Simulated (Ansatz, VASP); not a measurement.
# One calculation of KCl, two programs

POSCAR

```
KCl
1.0
    0.0000000000      3.2507830000      3.1561000000
    3.2507830000      0.0000000000      3.1561000000
    3.2507830000      3.2507830000      0.0000000000
K Cl
1 1
Direct
    0.0000000000      0.0000000000      0.0000000000
    0.5000000000      0.5000000000      0.5000000000
```

Contents of INCAR.step1:

```
  ALGO = Normal
  EDIFF = 1E-4
  ENCUT = 520
  GGA = PE
  ISMEAR = 0
  LASPH = True
  LCHARG = False
  LREAL = False
  LWAVE = True
  NBANDS = 15
  NELM = 100
  PREC = Accurate
  SIGMA = 0.05
```

File INCAR.step2:

```
  ALGO = Normal
  EDIFF = 1E-6
  ENCUT = 520
  ISIF = 2
  ISMEAR = 0
  ISTART = 1
  LASPH = True
  LCHARG = False
  LMIXTAU = True
  LREAL = False
  LWAVE = False
  METAGGA = R2SCAN
  NBANDS = 15
  NELM = 100
  PREC = Accurate
  SIGMA = 0.05
```

Contents of KPOINTS:

```
k-points
0
Gamma
  6 6 6
```

Input for Ansatz:

```yaml
crystal:
  lattice:
    - [0.0, 3.250783, 3.1561]
    - [3.250783, 0.0, 3.1561]
    - [3.250783, 3.250783, 0.0]
  atoms:
    - { symbol: K, position: [0.0, 0.0, 0.0] }
    - { symbol: Cl, position: [0.5, 0.5, 0.5] }
basis:
  ecutwfc: 500
kpoints:
  mp_grid: { grid: [6, 6, 6] }
hamiltonian:
  xc: r2scan
scf:
  occupations: { method: gaussian, width: 0.05 }
output:
  forces: true
  stress: true
  eigenvalues: true
```

Change from the starting cell: strain +0.0300 x Voigt [1, 1, 0, 0, 0, 0], atoms carried along.

Alike in both runs: task single point; functional r2SCAN; k mesh 6 × 6 × 6; occupations gaussian, width 0.05 eV; no spin polarisation.

|  | VASP | Ansatz |
| --- | --- | --- |
| version | VASP 6.6.1 | Ansatz 0.2.0 |
| potentials or method | VASP PAW PBE potentials, release 64 (K_sv, Cl), cutoff 520 eV | scalar-relativistic, plane waves, PAW |
| valence electrons in the cell | 16 | 16 |

```tsv
	VASP	Ansatz	Ansatz less VASP
gap on the k mesh at the Fermi level (eV)	5.59	5.58	-0.003
least direct gap on the mesh (eV)	5.59	5.58	-0.003
pressure (GPa)	-1.1	-1.1	+0.04
traceless stress, the component that is largest in VASP (GPa)	0.58	0.57	-0.009
```

VASP's potentials were made for PBE, not for r2SCAN.
